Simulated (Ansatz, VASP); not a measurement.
One calculation of SiO2, two programs

```
CELL_PARAMETERS angstrom
7.09794 0.00000 0.00000
0.00000 7.09794 0.00000
0.00000 0.00000 7.09794
ATOMIC_POSITIONS crystal
Si 0.28199 0.28199 0.28199
Si 0.21801 0.71801 0.78199
Si 0.78199 0.21801 0.71801
Si 0.71801 0.78199 0.21801
Si 0.02127 0.02127 0.02127
Si 0.47873 0.97873 0.52127
Si 0.52127 0.47873 0.97873
Si 0.97873 0.52127 0.47873
O 0.15150 0.15150 0.15150
O 0.34850 0.84850 0.65150
O 0.65150 0.34850 0.84850
O 0.84850 0.65150 0.34850
O 0.63925 0.66248 0.04170
O 0.86075 0.33752 0.54170
O 0.13925 0.83752 0.95830
O 0.36075 0.16248 0.45830
O 0.04170 0.63925 0.66248
O 0.54170 0.86075 0.33752
O 0.95830 0.13925 0.83752
O 0.45830 0.36075 0.16248
O 0.66248 0.04170 0.63925
O 0.33752 0.54170 0.86075
O 0.83752 0.95830 0.13925
O 0.16248 0.45830 0.36075
```

Alike in both runs: functional r2SCAN; k mesh 4 × 4 × 4; occupations gaussian, width 0.02 eV; no spin polarisation.

Ansatz relaxed the structure, and its values are those at the end. VASP's run is a single point on that final structure, the one shown.

|  | VASP | Ansatz |
| --- | --- | --- |
| version | VASP 6.6.1 | Ansatz 0.2.0 |
| potentials or method | VASP PAW PBE potentials, release 64 (Si, O), cutoff 520 eV | scalar-relativistic, plane waves, PAW |
| valence electrons in the cell | 128 | 128 |

```csv
,VASP,Ansatz,Ansatz less VASP
gap on the k mesh at the Fermi level (eV),6.40,6.41,+0.003
least direct gap on the mesh (eV),6.41,6.41,+0.004
pressure (GPa),0.2,0.0,-0.17
rms of the force components (eV/Å),0.010,0.002,-0.0082
```

VASP's potentials were made for PBE, not for r2SCAN.
